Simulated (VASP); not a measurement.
Write the native input for VASP 6.6.1 that does the following.

```
Task                   : relaxation of cell and atoms
Functional             : RPBE
Dispersion             : D4
Potentials or basis    : VASP PAW PBE potentials, release 64 (Ni, Al)
Cutoff                 : 600 eV
k mesh                 : 9 × 9 × 9
Occupations            : fermi-dirac, width 0.05 eV
Spin                   : collinear spin, ferromagnetic start
Starting moments       : [1.0, 0.0] μB
Dipole correction      : no
Further INCAR settings : ALGO = Normal; EDIFF = 1e-07; IBRION = 2; EDIFFG = -0.01; NSW = 60; ISIF = 3
```

The structure of AlNi lies in POSCAR:

```
AlNi
1.0
    2.8810000000      0.0000000000      0.0000000000
    0.0000000000      2.8810000000      0.0000000000
    0.0000000000      0.0000000000      2.8810000000
Ni Al
1 1
Direct
    0.5000000000      0.5000000000      0.5000000000
    0.0000000000      0.0000000000      0.0000000000
```

The input as run:

INCAR

```
SYSTEM = AlNi
PREC = Accurate
ENCUT = 600
EDIFF = 1E-7
ISMEAR = -1
SIGMA = 0.05
LREAL = .False.
LASPH = .True.
NELM = 200
ALGO = Normal
ISIF = 3
LWAVE = .False.
LCHARG = .False.
ISPIN = 2
MAGMOM = 1 0
LORBIT = 11
LMAXMIX = 4
GGA = RP
IVDW = 13
IBRION = 2
NSW = 60
EDIFFG = -0.01
GGA_COMPAT = .False.
NELMIN = 4
```

KPOINTS

```
Automatic mesh
0
Gamma
  9 9 9
  0 0 0
```

Potentials or basis: VASP PAW PBE potentials, release 64 (Ni, Al).

Run with:

```bash
$ cat potpaw_PBE.64/Ni/POTCAR potpaw_PBE.64/Al/POTCAR > POTCAR
$ mpirun -np 1 vasp_std > vasp.out
```

It gave:

- Relaxed volume: 11.58 Å³/atom
- Relaxed cell: a = 2.851 Å, b = 2.851 Å, c = 2.851 Å, α = 90.00°, β = 90.00°, γ = 90.00°
- Space group after relaxing (to 0.05 Å): Pm-3m (No. 221)
- Energy gained by relaxing: 6.1 meV/atom
- Ionic steps: 3
- Pressure after relaxing: 0.0 GPa
- Net moment: 0.00 μB per cell
- Valence electrons inside the program's atomic spheres: Ni 9.51; Al 0.82
- Dispersion energy per atom: -0.883 eV

Caveat: the PAW data sets were made with another functional, which shifts forces and pressure a little; pairwise dispersion overbinds metals, which lowers pressure and volume.

Run time: 93 s on 1 thread of Intel Xeon 8259CL, with other jobs on the host, peak memory 0.16 GiB.
